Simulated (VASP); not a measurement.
# InP (F-43m) in VASP: a series of runs

InP is run at these levels: LDA; tasks: single point, relaxation of cell and atoms.

All numbers are computed with VASP 6.6.1; they aren't measurements. Logs are shortened: lines on timing, memory, paths and dates and some standing lists are left out, and cuts for length are marked.

## Step 1: The cell of the first run

Symmetry: F-43m, No. 216, cubic system. Conventional cell: a = 5.827 Å, b = 5.827 Å, c = 5.827 Å, α = 90.00°, β = 90.00°, γ = 90.00°. In (site symmetry -43m) has 4 P at 2.52 Å within 3.3 Å. Within 3.3 Å of P (site symmetry -43m) lie 4 In at 2.52 Å.

## Step 2: Single point, LDA

The input, INCAR:

```
SYSTEM = InP
PREC = Accurate
ENCUT = 520
EDIFF = 1E-6
ISMEAR = 0
SIGMA = 0.02
LREAL = .FALSE.
LASPH = .TRUE.
NELM = 100
ALGO = Normal
ISIF = 2
LWAVE = .FALSE.
LCHARG = .FALSE.
NBANDS = 16
```

The input, KPOINTS:

```
regular mesh
0
G
  10 10 10
  0 0 0
```

The input, POSCAR:

```
InP
1.0
    0.0000000000      2.9135776802      2.9135776802
    2.9135776802      0.0000000000      2.9135776802
    2.9135776802      2.9135776802      0.0000000000
In P
1 1
Direct
    0.0000000000      0.0000000000      0.0000000000
    0.2500000000      0.2500000000      0.2500000000
```

Potentials or basis: VASP PAW LDA potentials, release 64 (In_d, P).

On the command line:

```
$ cat potpaw_LDA.64/In_d/POTCAR potpaw_LDA.64/P/POTCAR > POTCAR
$ mpirun -np 1 vasp_std > vasp.out
```

OUTCAR:

```text
SYSTEM = InP
   PREC = Accurate
   ENCUT = 520
   EDIFF = 1E-6
   ISMEAR = 0
   LREAL = .FALSE.
   LASPH = .TRUE.
   NELM = 100
   ISIF = 2

 ion  position               nearest neighbor table
   1  0.000  0.000  0.000-   2 2.52   2 2.52   2 2.52   2 2.52
   2  0.250  0.250  0.250-   1 2.52   1 2.52   1 2.52   1 2.52

  LATTYP: Found a face centered cubic cell.
 ALAT       =     5.8271553604

  Lattice vectors:

 A1 = (   0.0000000000,   2.9135776802,   2.9135776802)
 A2 = (   2.9135776802,   0.0000000000,   2.9135776802)
 A3 = (   2.9135776802,   2.9135776802,   0.0000000000)

Analysis of symmetry for initial positions (statically):
=====================================================================
 Subroutine PRICEL returns:
 Original cell was already a primitive cell.

 Routine SETGRP: Setting up the symmetry group for a
 face centered cubic supercell.

 Subroutine GETGRP returns: Found 24 space group operations
 (whereof 24 operations were pure point group operations)
 out of a pool of 48 trial point group operations.

The static configuration has the point symmetry T_d .

Analysis of symmetry for dynamics (positions and initial velocities):
=====================================================================
 Subroutine PRICEL returns:
 Original cell was already a primitive cell.

 Routine SETGRP: Setting up the symmetry group for a
 face centered cubic supercell.

 Subroutine GETGRP returns: Found 24 space group operations
 (whereof 24 operations were pure point group operations)
 out of a pool of 48 trial point group operations.

The dynamic configuration has the point symmetry T_d .

 Subroutine INISYM returns: Found 24 space group operations
 (whereof 24 operations are pure point group operations),
 and found     1 'primitive' translations

----------------------------------------------------------------------------------------

                                     Primitive cell

  volume of cell :      49.4663

  direct lattice vectors                    reciprocal lattice vectors
     0.000000000  2.913577680  2.913577680    -0.171610321  0.171610321  0.171610321
     2.913577680  0.000000000  2.913577680     0.171610321 -0.171610321  0.171610321
     2.913577680  2.913577680  0.000000000     0.171610321  0.171610321 -0.171610321

  length of vectors
     4.120421070  4.120421070  4.120421070     0.297237795  0.297237795  0.297237795

  position of ions in fractional coordinates (direct lattice)
     0.000000000  0.000000000  0.000000000
     0.250000000  0.250000000  0.250000000

  ion indices of the primitive-cell ions
   primitive index   ion index
                 1           1
                 2           2

----------------------------------------------------------------------------------------

 KPOINTS: regular mesh

Automatic generation of k-mesh.
 Grid dimensions read from file:
 generate k-points for:   10   10   10

 Generating k-lattice:

  Cartesian coordinates                     Fractional coordinates (reciprocal lattice)
    -0.017161032  0.017161032  0.017161032     0.100000000  0.000000000  0.000000000
     0.017161032 -0.017161032  0.017161032     0.000000000  0.100000000  0.000000000
     0.017161032  0.017161032 -0.017161032     0.000000000  0.000000000  0.100000000

  Length of vectors
     0.029723779  0.029723779  0.029723779

  Shift w.r.t. Gamma in fractional coordinates (k-lattice)
     0.000000000  0.000000000  0.000000000

 Subroutine IBZKPT returns following result:
 ===========================================

 Found     47 irreducible k-points:

 Following reciprocal coordinates:
            Coordinates               Weight
  0.000000  0.000000  0.000000      1.000000
  0.100000  0.000000  0.000000      8.000000
  0.200000  0.000000  0.000000      8.000000
  0.300000  0.000000  0.000000      8.000000
  0.400000  0.000000  0.000000      8.000000
  0.500000  0.000000  0.000000      4.000000
[... 16 lines left out ...]
  0.300000  0.300000  0.000000      6.000000
  0.400000  0.300000  0.000000     24.000000
 [... further k-points ...]
   k-points           NKPTS =     47   k-points in BZ     NKDIM =     47   number of bands    NBANDS=     16
   number of dos      NEDOS =    301   number of ions     NIONS =      2
   total plane-waves  NPLWV =  32768
   dimension x,y,z NGX =    32 NGY =   32 NGZ =   32
   dimension x,y,z NGXF=    64 NGYF=   64 NGZF=   64
   ions per type =               1   1
   NGX,Y,Z   is equivalent  to a cutoff of  12.91, 12.91, 12.91 a.u.
   NGXF,Y,Z  is equivalent  to a cutoff of  25.82, 25.82, 25.82 a.u.
 SYSTEM =  InP
   PREC   = accura    normal or accurate (medium, high low for compatibility)
   ISTART =      0    job   : 0-new  1-cont  2-samecut
   ICHARG =      2    charge: 1-file 2-atom 10-const
   ISPIN  =      1    spin polarized calculation?
   LNONCOLLINEAR =      F non collinear calculations
   LSORBIT =      F    spin-orbit coupling
   LASPH  =      T    aspherical Exc in radial PAW
   ENCUT  =  520.0 eV  38.22 Ry    6.18 a.u.   7.66  7.66  7.66*2*pi/ulx,y,z
   NELM   =    100;   NELMIN=  2; NELMDL= -5     # of ELM steps
   EDIFF  = 0.1E-05   stopping-criterion for ELM
   LREAL  =      F    real-space projection
   EDIFFG = 0.1E-04   stopping-criterion for IOM
   NSW    =      0    number of steps for IOM
   IBRION =     -1    ionic relax: 0-MD 1-quasi-New 2-CG
   NFREE  =      0    steps in history (QN), initial steepest desc. (CG)
   ISIF   =      2    stress and relaxation
   ISYM   =      2    0-nonsym 1-usesym 2-fastsym
   POTIM  = 0.5000    time-step for ionic-motion
   TEBEG  =    0.0;   TEEND  =   0.0 temperature during run
   PSTRESS=    0.0 pullay stress
   NELECT =      18.0000    total number of electrons
   NUPDOWN=      -1.0000    fix difference up-down
   EMIN   =  10.00;   EMAX   =-10.00  energy-range for DOS
   EFERMI =   0.00;   METHOD = LEGACY
   ISMEAR =     0;   SIGMA  =   0.02  broadening in eV -4-tet -1-fermi 0-gaus
   EFERMI_NEDOS =   21; number of points for ismear=-14 and -15
   IALGO  =     38    algorithm
   IMIX   =      4    mixing-type and parameters
     AMIX     =   0.40;   BMIX     =  1.00
     AMIX_MAG =   1.60;   BMIX_MAG =  1.00
  volume/ion in A,a.u.               =      24.73       166.91
  Fermi-wavevector in a.u.,A,eV,Ry     =   1.168770  2.208655 18.585876  1.366023
  Thomas-Fermi vector in A             =   2.305252
   LORBIT       =      0    0 simple, 1 ext, 2 COOP (PROOUT), +10 PAW based schemes
   GGA     = CA    functional components
   LHFCALC =     F    Hartree Fock is set to
   AEXX    =    0.0000 exact exchange contribution
   IVDW    =     0    specifies the selected vdW correction
   LEPSILON=     F    determine dielectric tensor
   LRPA    =     F    only Hartree local field effects (RPA)
 non-spin polarized calculation
 Gauss-broadening in eV      SIGMA  =   0.02
  energy-cutoff  :      520.00
  volume of cell :       49.47
 maximum number of plane-waves:      1363
   NGX = 15   NGY = 15   NGZ = 15

 number of electron      17.9999998 magnetization

 Free energy of the ion-electron system (eV)
  ---------------------------------------------------
  ext. energy  EPLUGINS =         0.00000000
  ---------------------------------------------------
  free energy    TOTEN  =        -9.67414453 eV

  energy without entropy =       -9.67414453  energy(sigma->0) =       -9.67414453

 E-fermi :   5.3033     XC(G=0):  -9.6860

 val. band max:        5.2018087120   @ k =   0.0000   0.0000   0.0000
 cond. band min:       5.8069818322   @ k =   0.0000   0.0000   0.0000
 fundamental gap:      0.6051731202
 Fermi energy:         5.3032823036

 k-point     1 :       0.0000    0.0000    0.0000
  band No.  band energies     occupation
      1      -9.0218      2.00000
      2      -9.0218      2.00000
      3      -9.0218      2.00000
      4      -8.8578      2.00000
      5      -8.8578      2.00000
      6      -6.4644      2.00000
[... 8 lines left out ...]
     15      14.6810      0.00000
     16      14.6810      0.00000

 k-point     2 :       0.1000    0.0000    0.0000
  band No.  band energies     occupation
      1      -9.0352      2.00000
      2      -9.0165      2.00000
      3      -9.0165      2.00000
      4      -8.8578      2.00000
      5      -8.8578      2.00000
      6      -6.3454      2.00000
[... 8 lines left out ...]
     15      14.1441      0.00000
     16      14.1532      0.00000

 k-point     3 :       0.2000    0.0000    0.0000
  band No.  band energies     occupation
      1      -9.0689      2.00000
      2      -9.0037      2.00000
      3      -9.0037      2.00000
      4      -8.8568      2.00000
      5      -8.8568      2.00000
      6      -6.0027      2.00000
[... 8 lines left out ...]
     15      13.7026      0.00000
     16      14.3819      0.00000

 k-point     4 :       0.3000    0.0000    0.0000
  band No.  band energies     occupation
      1      -9.1081      2.00000
      2      -8.9905      2.00000
      3      -8.9905      2.00000
      4      -8.8526      2.00000
      5      -8.8526      2.00000
      6      -5.4872      2.00000
[... 8 lines left out ...]
     15      13.9951      0.00000
     16      13.9951      0.00000

 k-point     5 :       0.4000    0.0000    0.0000
  band No.  band energies     occupation
      1      -9.1382      2.00000
      2      -8.9824      2.00000
      3      -8.9824      2.00000
      4      -8.8464      2.00000
      5      -8.8464      2.00000
      6      -4.9307      2.00000
[... 8 lines left out ...]
     15      14.9776      0.00000
     16      14.9776      0.00000

 k-point     6 :       0.5000    0.0000    0.0000
  band No.  band energies     occupation
      1      -9.1493      2.00000
      2      -8.9800      2.00000
      3      -8.9800      2.00000
      4      -8.8434      2.00000
      5      -8.8434      2.00000
      6      -4.6527      2.00000
[... 8 lines left out ...]
     15      15.8457      0.00000
     16      15.8457      0.00000
[... 267 lines left out ...]
 k-point    21 :      -0.3000    0.2000    0.0000
  band No.  band energies     occupation
      1      -9.1430      2.00000
      2      -8.9738      2.00000
      3      -8.9658      2.00000
      4      -8.8577      2.00000
      5      -8.8519      2.00000
      6      -4.7862      2.00000
[... 8 lines left out ...]
     15      15.3826      0.00000
     16      16.5879      0.00000

 k-point    22 :      -0.2000    0.2000    0.0000
  band No.  band energies     occupation
      1      -9.1186      2.00000
      2      -8.9816      2.00000
      3      -8.9803      2.00000
      4      -8.8633      2.00000
      5      -8.8491      2.00000
      6      -5.3134      2.00000
[... 8 lines left out ...]
     15      15.4107      0.00000
     16      16.4448      0.00000

 k-point    23 :       0.3000    0.3000    0.0000
  band No.  band energies     occupation
      1      -9.1596      2.00000
      2      -8.9493      2.00000
      3      -8.9493      2.00000
      4      -8.8929      2.00000
      5      -8.8329      2.00000
      6      -5.1640      2.00000
[... 8 lines left out ...]
     15      15.4163      0.00000
     16      18.0380      0.00000

 k-point    24 :       0.4000    0.3000    0.0000
  band No.  band energies     occupation
      1      -9.1801      2.00000
      2      -8.9396      2.00000
      3      -8.9358      2.00000
      4      -8.8969      2.00000
      5      -8.8290      2.00000
      6      -4.7227      2.00000
[... 8 lines left out ...]
     15      15.8372      0.00000
     16      17.9054      0.00000

 [... further k-points ...]
[... 5 lines left out ...]
  --------------------------------------------------------------------------------------
  -------------------------------------------------------------------------------------
  Total        0.0018955      0.0018955      0.0018955      0.0000000      0.0000000     -0.0000000
  in kB        0.0613951      0.0613951      0.0613951      0.0000000      0.0000000     -0.0000000
  external PRESSURE =       0.0613951 kB  Pullay stress =       0.0000000 kB

 VOLUME and BASIS-vectors are now :
 -----------------------------------------------------------------------------
  energy-cutoff  :      520.00
  volume of cell :       49.47
      direct lattice vectors                 reciprocal lattice vectors
     0.000000000  2.913577680  2.913577680    -0.171610321  0.171610321  0.171610321
     2.913577680  0.000000000  2.913577680     0.171610321 -0.171610321  0.171610321
     2.913577680  2.913577680  0.000000000     0.171610321  0.171610321 -0.171610321

 POSITION                                       TOTAL-FORCE (eV/Angst)
 -----------------------------------------------------------------------------------
      0.00000      0.00000      0.00000         0.000000      0.000000      0.000000
      1.45679      1.45679      1.45679        -0.000000     -0.000000     -0.000000
 -----------------------------------------------------------------------------------
    total drift:                               -0.000000     -0.000000      0.000000

  FREE ENERGIE OF THE ION-ELECTRON SYSTEM (eV)
  ---------------------------------------------------
  free  energy   TOTEN  =        -9.6741445273 eV

  energy  without entropy=       -9.6741445273  energy(sigma->0) =       -9.67414453
```

Wall time 15 s (1 thread of AMD EPYC 9R45 (Zen 5), shared host); peak memory 0.14 GiB.

What came out:

```
Free energy            : -9.6741 eV
Pressure               : 0.0 GPa
Band gap on the k mesh : 0.61 eV, direct
```

Caveat: spin-orbit coupling is left out, which moves the levels of the heavy elements.

## Step 3: Relaxation of cell and atoms, LDA

This run uses another cell than the first one, of 26.46 Å³/atom, 1.070 times its volume.

The input, INCAR:

```
ALGO = Normal ; EDIFF = 1E-6
EDIFFG = -0.005 ; ENCUT = 600
GGA = CA ; IBRION = 2
ISIF = 3 ; ISMEAR = 0
LASPH = T ; LCHARG = F
LREAL = F ; LWAVE = F
NELM = 100 ; NSW = 70
PREC = Accurate ; SIGMA = 0.02
```

The input, KPOINTS:

```
k-points
0
Gamma
  10 10 10
```

The input, POSCAR:

```
InP
1.0
    0.0000000000      2.9800342118      2.9800342118
    2.9800342118      0.0000000000      2.9800342118
    2.9800342118      2.9800342118      0.0000000000
In P
1 1
Direct
    0.0000000000      0.0000000000      0.0000000000
    0.2500000000      0.2500000000      0.2500000000
```

Potentials or basis: VASP PAW LDA potentials, release 64 (In_d, P).

On the command line:

```
$ cat potpaw_LDA.64/In_d/POTCAR potpaw_LDA.64/P/POTCAR > POTCAR
$ mpirun -np 1 vasp_std > vasp.out
```

OUTCAR:

```text
EDIFF = 1E-6
   EDIFFG = -0.005
   ENCUT = 600
   GGA = CA
   IBRION = 2
   ISIF = 3
   ISMEAR = 0
   LASPH = T
   LREAL = F
   NELM = 100
   NSW = 70
   PREC = Accurate

 ion  position               nearest neighbor table
   1  0.000  0.000  0.000-   2 2.58   2 2.58   2 2.58   2 2.58
   2  0.250  0.250  0.250-   1 2.58   1 2.58   1 2.58   1 2.58

  LATTYP: Found a face centered cubic cell.
 ALAT       =     5.9600684236

  Lattice vectors:

 A1 = (   0.0000000000,   2.9800342118,   2.9800342118)
 A2 = (   2.9800342118,   0.0000000000,   2.9800342118)
 A3 = (   2.9800342118,   2.9800342118,   0.0000000000)

Analysis of symmetry for initial positions (statically):
=====================================================================
 Subroutine PRICEL returns:
 Original cell was already a primitive cell.

 Routine SETGRP: Setting up the symmetry group for a
 face centered cubic supercell.

 Subroutine GETGRP returns: Found 24 space group operations
 (whereof 24 operations were pure point group operations)
 out of a pool of 48 trial point group operations.

The static configuration has the point symmetry T_d .

Analysis of symmetry for dynamics (positions and initial velocities):
=====================================================================
 Subroutine PRICEL returns:
 Original cell was already a primitive cell.

 Routine SETGRP: Setting up the symmetry group for a
 face centered cubic supercell.
[... 339 lines left out ...]
  ext. energy  EPLUGINS =         0.00000000
  ---------------------------------------------------
  free energy    TOTEN  =        -9.67453478 eV

  energy without entropy =       -9.67453478  energy(sigma->0) =       -9.67453478

 E-fermi :   5.3093     XC(G=0):  -9.6826

 val. band max:        5.1931715782   @ k =   0.0000   0.0000   0.0000
 cond. band min:       5.7941834473   @ k =   0.0000   0.0000   0.0000
 fundamental gap:      0.6010118691
 Fermi energy:         5.3092824767

 k-point     1 :       0.0000    0.0000    0.0000
  band No.  band energies     occupation
      1      -9.0272      2.00000
      2      -9.0272      2.00000
      3      -9.0272      2.00000
      4      -8.8636      2.00000
      5      -8.8636      2.00000
      6      -6.4678      2.00000
      7       5.1932      2.00000
      8       5.1932      2.00000
      9       5.1932      2.00000
     10       5.7942      0.00000
     11       9.1561      0.00000
     12       9.1561      0.00000
     13       9.1561      0.00000
[... 354 lines left out ...]
  band No.  band energies     occupation
      1      -9.1851      2.00000
      2      -8.9452      2.00000
      3      -8.9415      2.00000
      4      -8.9026      2.00000
      5      -8.8349      2.00000
      6      -4.7281      2.00000
      7       0.3315      2.00000
      8       2.9065      2.00000
      9       3.1890      2.00000
     10       7.2762      0.00000
     11       8.1178      0.00000
     12      11.9608      0.00000
     13      12.6396      0.00000

 [... further k-points ...]

------------------------ aborting loop because EDIFF is reached ----------------------------------------

  FORCE on cell =-STRESS in cart. coord.  units (eV):
  Direction    XX          YY          ZZ          XY          YZ          ZX
  --------------------------------------------------------------------------------------
  -------------------------------------------------------------------------------------
  Total        0.0067387      0.0067387      0.0067387     -0.0000000      0.0000000     -0.0000000
  in kB        0.2181014      0.2181014      0.2181014     -0.0000000      0.0000000     -0.0000000
  external PRESSURE =       0.2181014 kB  Pullay stress =       0.0000000 kB
[... 17 lines left out ...]
  FREE ENERGIE OF THE ION-ELECTRON SYSTEM (eV)
  ---------------------------------------------------
  free  energy   TOTEN  =        -9.6745347847 eV

  energy  without entropy=       -9.6745347847  energy(sigma->0) =       -9.67453478

 reached required accuracy - stopping structural energy minimisation
```

Run time: 67 s. Hardware: 1 thread of AMD EPYC 9R45 (Zen 5), shared host; peak memory 0.18 GiB.

What came out:

- Free energy: -9.6745 eV
- Relaxed volume: 24.75 Å³/atom
- Relaxed cell: a = 4.121 Å, b = 4.121 Å, c = 4.121 Å, α = 60.00°, β = 60.00°, γ = 60.00°
- Space group after relaxing (to 0.05 Å): F-43m (No. 216)
- Energy gained by relaxing: 23.2 meV/atom
- Ionic steps: 6
- Pressure after relaxing: 0.0 GPa
- Band gap on the k mesh: 0.60 eV, direct

Step by step:
```csv
step,energy change (eV),largest force (eV/Å),pressure (GPa),volume (Å³)
1,0.0000,0.0000,-4.09,52.93
2,-0.0342,0.0000,2.53,47.92
3,-0.0463,0.0000,-0.04,49.52
4,-0.0463,0.0000,0.10,49.45
5,-0.0463,0.0000,-0.07,49.56
6,-0.0463,0.0000,0.02,49.50
```

Final structure:
```yaml
crystal:
  lattice:
    - [0.00000, 2.91430, 2.91430]
    - [2.91430, 0.00000, 2.91430]
    - [2.91430, 2.91430, 0.00000]
  atoms:
    - { symbol: In, position: [0.00000, 0.00000, 0.00000] }
    - { symbol: P, position: [0.25000, 0.25000, 0.25000] }
```

Caveat: spin-orbit coupling is left out, which moves the levels of the heavy elements.
